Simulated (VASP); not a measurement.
# MgH2 (Fd-3m) in VASP: a series of runs

MgH2 is run at these levels: PBE; tasks: relaxation of cell and atoms, single point.

All numbers are computed with VASP 6.6.1; they aren't measurements. Logs are shortened: lines on timing, memory, paths and dates and some standing lists are left out, and cuts for length are marked.

### 1 The cell of the first run

The structure is cubic, space group Fd-3m (No. 227). The conventional cell has a = 6.195 Å, b = 6.195 Å, c = 6.195 Å, α = 90.00°, β = 90.00°, γ = 90.00°. Within 3.4 Å of Mg (site symmetry -43m) lie 12 H at 2.57 Å and 4 Mg at 2.68 Å. H (site symmetry -3m) has 6 H at 2.19 Å and 6 Mg at 2.57 Å within 2.9 Å.

### 2 Relaxation of cell and atoms, PBE

INCAR

```
  PREC = Accurate
  ENCUT = 600
  EDIFF = 1E-7
  ISMEAR = 0
  SIGMA = 0.1
  LREAL = False
  LASPH = True
  NELM = 80
  ALGO = Normal
  ISIF = 3
  LWAVE = False
  LCHARG = False
  GGA = PE
  IBRION = 2
  NSW = 90
  EDIFFG = -0.04
```

KPOINTS

```
regular mesh
0
Gamma
  6 6 6
```

POSCAR

```
MgH2
1.0
    0.0000000000      3.0975386469      3.0975386469
    3.0975386469      0.0000000000      3.0975386469
    3.0975386469      3.0975386469      0.0000000000
Mg H
2 4
Direct
    0.0000000000      0.0000000000      0.0000000000
    0.2500000000      0.2500000000      0.2500000000
    0.6250000000      0.6250000000      0.6250000000
    0.1250000000      0.6250000000      0.6250000000
    0.6250000000      0.6250000000      0.1250000000
    0.6250000000      0.1250000000      0.6250000000
```

Potentials or basis: VASP PAW PBE potentials, release 64 (Mg, H).

Launch:

```bash
> cat potpaw_PBE.64/Mg/POTCAR potpaw_PBE.64/H/POTCAR > POTCAR
> mpirun -np 1 vasp_std > vasp.out
```

OUTCAR:

```text
PREC = Accurate
   ENCUT = 600
   EDIFF = 1E-7
   ISMEAR = 0
   LREAL = False
   LASPH = True
   NELM = 80
   ISIF = 3
   GGA = PE
   IBRION = 2
   NSW = 90
   EDIFFG = -0.04

 ion  position               nearest neighbor table
   1  0.000  0.000  0.000-   2 2.68   2 2.68   2 2.68   2 2.68
   2  0.250  0.250  0.250-   1 2.68   1 2.68   1 2.68   1 2.68
   3  0.625  0.625  0.625-
   4  0.125  0.625  0.625-
   5  0.625  0.625  0.125-
   6  0.625  0.125  0.625-

  LATTYP: Found a face centered cubic cell.
 ALAT       =     6.1950772938

  Lattice vectors:

 A1 = (   0.0000000000,   3.0975386469,   3.0975386469)
 A2 = (   3.0975386469,   0.0000000000,   3.0975386469)
 A3 = (   3.0975386469,   3.0975386469,   0.0000000000)

Analysis of symmetry for initial positions (statically):
=====================================================================
 Subroutine PRICEL returns:
 Original cell was already a primitive cell.

 Routine SETGRP: Setting up the symmetry group for a
 face centered cubic supercell.

 Subroutine GETGRP returns: Found 48 space group operations
 (whereof 24 operations were pure point group operations)
 out of a pool of 48 trial point group operations.

The static configuration has the point symmetry T_d .
 The point group associated with its full space group is O_h .

Analysis of symmetry for dynamics (positions and initial velocities):
=====================================================================
 Subroutine PRICEL returns:
 Original cell was already a primitive cell.

 Routine SETGRP: Setting up the symmetry group for a
 face centered cubic supercell.

 Subroutine GETGRP returns: Found 48 space group operations
 (whereof 24 operations were pure point group operations)
 out of a pool of 48 trial point group operations.

The dynamic configuration has the point symmetry T_d .
 The point group associated with its full space group is O_h .

 Subroutine INISYM returns: Found 48 space group operations
 (whereof 24 operations are pure point group operations),
 and found     1 'primitive' translations

----------------------------------------------------------------------------------------

[... 76 lines left out ...]
   dimension x,y,z NGX =    36 NGY =   36 NGZ =   36
   dimension x,y,z NGXF=    72 NGYF=   72 NGZF=   72
   ions per type =               2   4
   NGX,Y,Z   is equivalent  to a cutoff of  13.66, 13.66, 13.66 a.u.
   NGXF,Y,Z  is equivalent  to a cutoff of  27.32, 27.32, 27.32 a.u.
 SYSTEM =  unknown system
   PREC   = accura    normal or accurate (medium, high low for compatibility)
   ISTART =      0    job   : 0-new  1-cont  2-samecut
   ICHARG =      2    charge: 1-file 2-atom 10-const
   ISPIN  =      1    spin polarized calculation?
   LNONCOLLINEAR =      F non collinear calculations
   LSORBIT =      F    spin-orbit coupling
   LASPH  =      T    aspherical Exc in radial PAW
   ENCUT  =  600.0 eV  44.10 Ry    6.64 a.u.   8.75  8.75  8.75*2*pi/ulx,y,z
   NELM   =     80;   NELMIN=  2; NELMDL= -5     # of ELM steps
   EDIFF  = 0.1E-06   stopping-criterion for ELM
   LREAL  =      F    real-space projection
   EDIFFG = -.4E-01   stopping-criterion for IOM
   NSW    =     90    number of steps for IOM
   IBRION =      2    ionic relax: 0-MD 1-quasi-New 2-CG
   NFREE  =      1    steps in history (QN), initial steepest desc. (CG)
   ISIF   =      3    stress and relaxation
   ISYM   =      2    0-nonsym 1-usesym 2-fastsym
   POTIM  = 0.5000    time-step for ionic-motion
   TEBEG  =    0.0;   TEEND  =   0.0 temperature during run
   PSTRESS=    0.0 pullay stress
   NELECT =       8.0000    total number of electrons
   NUPDOWN=      -1.0000    fix difference up-down
   EMIN   =  10.00;   EMAX   =-10.00  energy-range for DOS
   EFERMI =   0.00;   METHOD = LEGACY
   ISMEAR =     0;   SIGMA  =   0.10  broadening in eV -4-tet -1-fermi 0-gaus
   EFERMI_NEDOS =   21; number of points for ismear=-14 and -15
   IALGO  =     38    algorithm
   IMIX   =      4    mixing-type and parameters
     AMIX     =   0.40;   BMIX     =  1.00
     AMIX_MAG =   1.60;   BMIX_MAG =  1.00
  volume/ion in A,a.u.               =       9.91        66.85
  Fermi-wavevector in a.u.,A,eV,Ry     =   0.838967  1.585417  9.576668  0.703865
  Thomas-Fermi vector in A             =   1.953108
   LORBIT       =      0    0 simple, 1 ext, 2 COOP (PROOUT), +10 PAW based schemes
   GGA     = PE    functional components
   LHFCALC =     F    Hartree Fock is set to
   AEXX    =    0.0000 exact exchange contribution
   IVDW    =     0    specifies the selected vdW correction
   LEPSILON=     F    determine dielectric tensor
   LRPA    =     F    only Hartree local field effects (RPA)
 conjugate gradient relaxation of ions
 non-spin polarized calculation
 Gauss-broadening in eV      SIGMA  =   0.10
  energy-cutoff  :      600.00
  volume of cell :       59.44
 maximum number of plane-waves:      2012
   NGX = 17   NGY = 17   NGZ = 17

--------------------------------------- Ionic step        1  -------------------------------------------

 number of electron       8.0000001 magnetization

 Free energy of the ion-electron system (eV)
  ---------------------------------------------------
  ext. energy  EPLUGINS =         0.00000000
  ---------------------------------------------------
  free energy    TOTEN  =       -12.09131943 eV

  energy without entropy =      -12.08461194  energy(sigma->0) =      -12.08796569

------------------------ aborting loop because EDIFF is reached ----------------------------------------

  FORCE on cell =-STRESS in cart. coord.  units (eV):
  Direction    XX          YY          ZZ          XY          YZ          ZX
  --------------------------------------------------------------------------------------
  -------------------------------------------------------------------------------------
  Total       -2.1129696     -2.1129696     -2.1129696      0.0000000      0.0000000     -0.0000000
  in kB      -56.9539211    -56.9539211    -56.9539211      0.0000000      0.0000000     -0.0000000
  external PRESSURE =     -56.9539211 kB  Pullay stress =       0.0000000 kB
[... 67 lines left out ...]
--------------------------------------- Ionic step        3  -------------------------------------------

 number of electron       7.9999999 magnetization

 Free energy of the ion-electron system (eV)
  ---------------------------------------------------
  ext. energy  EPLUGINS =         0.00000000
  ---------------------------------------------------
  free energy    TOTEN  =       -12.22934171 eV

  energy without entropy =      -12.22497186  energy(sigma->0) =      -12.22715678

 E-fermi :   2.4897     XC(G=0):  -9.3567

 val. band max:        2.4481755874   @ k =  -0.1667   0.1667   0.0000
 cond. band min:       2.5213834668   @ k =   0.0000   0.0000   0.0000
 fundamental gap:      0.0732078794
 Fermi energy:         2.4897175622

 k-point     1 :       0.0000    0.0000    0.0000
  band No.  band energies     occupation
      1      -6.8827      2.00000
      2       2.5214      0.65428
      3       2.5214      0.65428
      4       2.5214      0.65428
      5       6.0045      0.00000
      6       6.6496      0.00000
      7       6.6496      0.00000
      8       6.6496      0.00000
[... 196 lines left out ...]
  FREE ENERGIE OF THE ION-ELECTRON SYSTEM (eV)
  ---------------------------------------------------
  free  energy   TOTEN  =       -12.2293417109 eV

  energy  without entropy=      -12.2249718556  energy(sigma->0) =      -12.22715678

 reached required accuracy - stopping structural energy minimisation
```

CONTCAR:

```text
MgH2
   1.00000000000000
    -0.0000000000000000    2.9808554944118213    2.9808554944118213
     2.9808554944118213   -0.0000000000000000    2.9808554944118213
     2.9808554944118213    2.9808554944118213    0.0000000000000000
  Mg              H
     2     4
Direct
     0.0000000000000000    0.0000000000000000    0.0000000000000000
     0.2500000000000000    0.2500000000000000    0.2500000000000000
     0.6250000000000000    0.6250000000000000    0.6250000000000000
     0.1250000000000000    0.6250000000000000    0.6250000000000000
     0.6250000000000000    0.6250000000000000    0.1250000000000000
     0.6250000000000000    0.1250000000000000    0.6250000000000000

  0.00000000E+00  0.00000000E+00  0.00000000E+00
  0.00000000E+00  0.00000000E+00  0.00000000E+00
  0.00000000E+00  0.00000000E+00  0.00000000E+00
  0.00000000E+00  0.00000000E+00  0.00000000E+00
  0.00000000E+00  0.00000000E+00  0.00000000E+00
  0.00000000E+00  0.00000000E+00  0.00000000E+00
```

Wall time 20 s (1 thread of Intel Xeon 6975P-C (Granite Rapids), shared host); peak memory 0.2 GiB.

Results:

* Free energy: -12.2293 eV
* Relaxed volume: 8.83 Å³/atom
* Relaxed cell: a = 4.216 Å, b = 4.216 Å, c = 4.216 Å, α = 60.00°, β = 60.00°, γ = 60.00°
* Space group after relaxing (to 0.05 Å): Fd-3m (No. 227)
* Energy gained by relaxing: 23.0 meV/atom
* Ionic steps: 3
* Pressure after relaxing: -0.7 GPa
* Band gap on the k mesh: zero (band 4 reaches 2.52 eV, above the bottom of band 5 at 2.35 eV)

The path:
```csv
step,energy change (eV),largest force (eV/Å),pressure (GPa),volume (Å³)
1,0.0000,0.0000,-5.70,59.44
2,-0.0884,0.0000,-3.73,56.46
3,-0.1380,0.0000,-0.67,52.97
```

Final structure:
```
Mg H
1.0
     0.00000    2.98086    2.98086
     2.98086    0.00000    2.98086
     2.98086    2.98086    0.00000
Mg H
2 4
Direct
  0.00000 0.00000 0.00000
  0.25000 0.25000 0.25000
  0.62500 0.62500 0.62500
  0.12500 0.62500 0.62500
  0.62500 0.62500 0.12500
  0.62500 0.12500 0.62500
```

### 3 Single point, PBE

This run uses another cell than the first one, of 8.75 Å³/atom, 0.883 times its volume.

INCAR

```
SYSTEM = MgH2
PREC     = Accurate       ! precision mode
ENCUT    = 520            ! plane-wave cutoff, eV
EDIFF    = 1E-7           ! SCF threshold, eV
ISMEAR   = 0              ! smearing method
SIGMA    = 0.1            ! smearing width, eV
LREAL    = .False.        ! projectors in reciprocal space
LASPH    = .True.         ! aspherical terms in the spheres
NELM     = 60             ! most SCF steps
ALGO     = Normal         ! electronic algorithm
ISIF     = 2              ! what is computed and relaxed
LWAVE    = .False.        ! write WAVECAR
LCHARG   = .False.        ! write CHGCAR
GGA      = PE             ! functional
NBANDS   = 13             ! bands
```

KPOINTS

```
regular mesh
0
Gamma
  12 12 12
  0 0 0
```

POSCAR

```
MgH2
1.0
    0.0000000000      2.9714257634      2.9714257634
    2.9714257634      0.0000000000      2.9714257634
    2.9714257634      2.9714257634      0.0000000000
Mg H
2 4
Direct
    0.5000000000      0.5000000000      0.5000000000
    0.7500000000      0.7500000000      0.7500000000
    0.1250000000      0.1250000000      0.1250000000
    0.6250000000      0.1250000000      0.1250000000
    0.1250000000      0.1250000000      0.6250000000
    0.1250000000      0.6250000000      0.1250000000
```

Potentials or basis: VASP PAW PBE potentials, release 64 (Mg, H).

Launch:

```bash
> cat potpaw_PBE.64/Mg/POTCAR potpaw_PBE.64/H/POTCAR > POTCAR
> mpirun -np 1 vasp_std > vasp.out
```

It took 28 s on 1 thread of Intel Xeon 6975P-C (Granite Rapids), shared host; peak memory 0.19 GiB.

The run converged. Its results:

- Free energy: -12.2605 eV
- Pressure: -0.3 GPa
- Band gap on the k mesh: zero (band 4 reaches 2.60 eV, above the bottom of band 5 at 2.42 eV)

Levels at points of the mesh, in eV from the Fermi level:
| k point | band 2 | band 3 | band 4 | band 5 | band 6 | band 7 |
| --- | --- | --- | --- | --- | --- | --- |
| (0.00, 0.00, 0.00) | 0.02 | 0.02 | 0.02 | 3.56 | 4.16 | 4.16 |
| (0.50, 0.00, 0.00) | -5.74 | -0.47 | -0.47 | 1.91 | 2.73 | 2.73 |
| (0.50, 0.50, 0.00) | -5.63 | -1.95 | -1.95 | -0.14 | -0.14 | 6.76 |

### 4 Relaxation of cell and atoms, PBE

This run uses another cell than the first one, of 8.76 Å³/atom, 0.885 times its volume.

INCAR

```
SYSTEM = MgH2
PREC = Accurate ; ENCUT = 600
EDIFF = 1E-6 ; ISMEAR = 0
SIGMA = 0.1 ; LREAL = .FALSE.
LASPH = .TRUE. ; NELM = 100
ALGO = Normal ; ISIF = 3
LWAVE = .FALSE. ; LCHARG = .FALSE.
GGA = PE ; IBRION = 2
NSW = 100 ; EDIFFG = -0.01
```

KPOINTS

```
Automatic mesh
0
G
  12 12 12
  0 0 0
```

POSCAR, as its differences from that of step 3:

```diff
@@ -2,5 +2,5 @@
 1.0
-    0.0000000000      2.9714257634      2.9714257634
-    2.9714257634      0.0000000000      2.9714257634
-    2.9714257634      2.9714257634      0.0000000000
+    0.0000000000      2.9734410288      2.9734410288
+    2.9734410288      0.0000000000      2.9734410288
+    2.9734410288      2.9734410288      0.0000000000
 Mg H
```

Launch:

```bash
> cat potpaw_PBE.64/Mg/POTCAR potpaw_PBE.64/H/POTCAR > POTCAR
> mpirun -np 1 vasp_std > vasp.out
```

Run time: 47 s. Hardware: 1 thread of Intel Xeon 6975P-C (Granite Rapids), shared host; peak memory 0.23 GiB.

The run converged. Its results:

- Free energy: -12.2613 eV
- Relaxed volume: 8.74 Å³/atom
- Relaxed cell: a = 4.202 Å, b = 4.202 Å, c = 4.202 Å, α = 60.00°, β = 60.00°, γ = 60.00°
- Space group after relaxing (to 0.05 Å): Fd-3m (No. 227)
- Energy gained by relaxing: 0.0 meV/atom
- Ionic steps: 2
- Pressure after relaxing: -0.2 GPa
- Band gap on the k mesh: zero (band 4 reaches 2.61 eV, above the bottom of band 5 at 2.42 eV)

Step by step:
```csv
step,energy change (eV),largest force (eV/Å),pressure (GPa),volume (Å³)
1,0.0000,0.0000,-0.30,52.58
2,-0.0002,0.0000,-0.17,52.45
```

Final structure:
```yaml
crystal:
  lattice:
    - [0.00000, 2.97109, 2.97109]
    - [2.97109, 0.00000, 2.97109]
    - [2.97109, 2.97109, 0.00000]
  atoms:
    - { symbol: Mg, position: [0.50000, 0.50000, 0.50000] }
    - { symbol: Mg, position: [0.75000, 0.75000, 0.75000] }
    - { symbol: H, position: [0.12500, 0.12500, 0.12500] }
    - { symbol: H, position: [0.62500, 0.12500, 0.12500] }
    - { symbol: H, position: [0.12500, 0.12500, 0.62500] }
    - { symbol: H, position: [0.12500, 0.62500, 0.12500] }
```

Levels at points of the mesh, in eV from the Fermi level:
```tsv
k point	band 1	band 2	band 3	band 4	band 5	band 6	band 7	band 8
(0.00, 0.00, 0.00)	-9.45	0.02	0.02	0.02	3.56	4.16	4.16	4.16
(0.50, 0.00, 0.00)	-7.01	-5.74	-0.47	-0.47	1.92	2.73	2.73	4.10
(0.50, 0.50, 0.00)	-5.63	-5.63	-1.95	-1.95	-0.14	-0.14	6.76	6.76
```

### 5 The runs side by side

| task | cell | k mesh | cutoff (eV) | gap on the mesh (eV) | pressure (GPa) |
| --- | --- | --- | --- | --- | --- |
| relaxation of cell and atoms | relaxed from a = 4.381 Å, angles 60.0°, 6 atoms | 6 × 6 × 6 | 600 | none | -0.7 |
| single point | a = 4.202 Å, angles 60.0°, 6 atoms | 12 × 12 × 12 | 520 | none | -0.3 |
| relaxation of cell and atoms | relaxed from a = 4.205 Å, angles 60.0°, 6 atoms | 12 × 12 × 12 | 600 | none | -0.2 |

Alike in all rows: level PBE; potentials or basis VASP PAW PBE potentials, release 64 (Mg, H); no spin polarisation; smearing gaussian 0.1 eV.

Total energies depend on the potentials used, so only differences within one code and one set of settings carry meaning.
